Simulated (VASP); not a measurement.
A run of VASP 6.6.1 is set up as follows.

File INCAR:

```
PREC     = Accurate       # precision mode
ENCUT    = 520            # plane-wave cutoff, eV
EDIFF    = 1E-7           # SCF threshold, eV
ISMEAR   = 0              # smearing method
SIGMA    = 0.1            # smearing width, eV
LREAL    = F              # projectors in reciprocal space
LASPH    = T              # aspherical terms in the spheres
NELM     = 80             # most SCF steps
ALGO     = Normal         # electronic algorithm
ISIF     = 2              # what is computed and relaxed
LWAVE    = F              # write WAVECAR
LCHARG   = F              # write CHGCAR
LDIPOL   = T            
IDIPOL   = 3            
DIPOL    = 0.5 0.5 0.341
GGA      = PE             # functional
NBANDS   = 28             # bands
```

Contents of KPOINTS:

```
regular mesh
0
Gamma
  9 3 1
```

File POSCAR:

```
Al9O
1.0
    2.8543223330      0.0000000000      0.0000000000
   -1.4271611665      9.7033329366      0.0000000000
    0.0000000000      0.0000000000     20.2902708969
Al O
9 1
Direct
    0.5324485604      0.0648971207      0.1971388169
    0.6709687938      0.3419375876      0.2462255645
    0.2986728405      0.5973456810      0.2560429140
    0.9263768872      0.8527537744      0.2658602636
    0.0639738222      0.1277383808      0.3154281718
    0.1995905480      0.4042696935      0.3707822583
    0.8288544886      0.6597110299      0.3785032288
    0.4526361687      0.9111292155      0.3874342692
    0.3439405362      0.3965413274      0.5370456765
    1.3425232094      0.4314597089      0.4537477378
```

Potentials or basis: VASP PAW PBE potentials, release 64 (Al, O).

Run with:

```console
$ cat potpaw_PBE.64/Al/POTCAR potpaw_PBE.64/O/POTCAR > POTCAR
$ mpirun -np 1 vasp_std > vasp.out
```

Q: What does it give for the largest force?

A: 0.545 eV/Å.

Forces in eV/Å, atoms in the order of the input:
```
Al   0.013  0.172  0.043
Al   0.008  0.110  0.148
Al   0.003 -0.112  0.138
Al  -0.003 -0.260 -0.128
Al  -0.018  0.022  0.544
Al  -0.037  0.002 -0.356
Al  -0.048  0.300 -0.261
Al   0.009  0.103 -0.147
Al   0.003 -0.002  0.029
O    0.070 -0.335 -0.010
```

Caveat: an odd number of electrons without spin polarisation forces a metal; a magnetic or distorted state may lie lower.
